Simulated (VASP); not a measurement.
Here is a VASP 6.6.1 calculation.

File INCAR:

```
  PREC = Accurate
  ENCUT = 520
  EDIFF = 1E-6
  ISMEAR = 0
  SIGMA = 0.02
  LREAL = Auto
  LASPH = T
  NELM = 150
  ALGO = Normal
  ISIF = 2
  LWAVE = F
  LCHARG = F
  ISPIN = 2
  MAGMOM = 0 0 0 0 0 0 0 0 0 0.21 0 0 0 0 0.19 0 0 0 1.21
  LORBIT = 11
  GGA = PE
  NBANDS = 70
```

File KPOINTS:

```
regular mesh
0
Gamma
  2 2 2
```

Contents of POSCAR:

```
Si6O13
1.0
    6.8929790000     -2.4211910000      0.0000000000
    6.8929790000      2.4211910000      0.0000000000
   -5.5006860000      0.0000000000      6.7966690000
Si O
6 13
Direct
    0.4265129669      0.8969504500      0.6540776077
    0.1034530645      0.5498441175      0.8282919177
    0.5755249331      0.0923152235      0.3445414217
    0.9080422939      0.4276266637      0.1594024955
    1.0022555471     -0.0134082316      0.2404670582
   -0.0014867760      1.0065654594      0.7536709526
    0.7374137317      0.1250874014      0.3044791500
    0.8745704336      0.2515485407      0.1830954251
    0.2667733589      0.8559519904      0.6881153106
    0.1322459054      0.7572738359      0.8334369380
    0.3019105202      0.8970267254      0.4272662094
    0.0922536207      0.6877613688      0.0587292099
    0.2135976234      0.3803870258      0.3024825837
    0.6192379023      0.7895660590      0.1989670234
    0.7883272332      0.6019437550      0.7018589547
    0.3977895382      0.1883607901      0.8139266455
    0.9101855994      0.3073533569      0.9330751578
    0.6967776400      0.1008477856      0.5736361444
    0.0284860516      0.4970513156      0.5525681771
```

Potentials or basis: VASP PAW PBE potentials, release 64 (Si, O).

The run is started by

```console
$ cat potpaw_PBE.64/Si/POTCAR potpaw_PBE.64/O/POTCAR > POTCAR
$ mpirun -np 1 vasp_std > vasp.out
```

(1) Estimate the band gap on the k mesh.

(2) Estimate the largest force.

## Answers

(1) 1.15 eV.

(2) 0.138 eV/Å.

Caveat: the k points lie up to 0.71 Å⁻¹ apart.
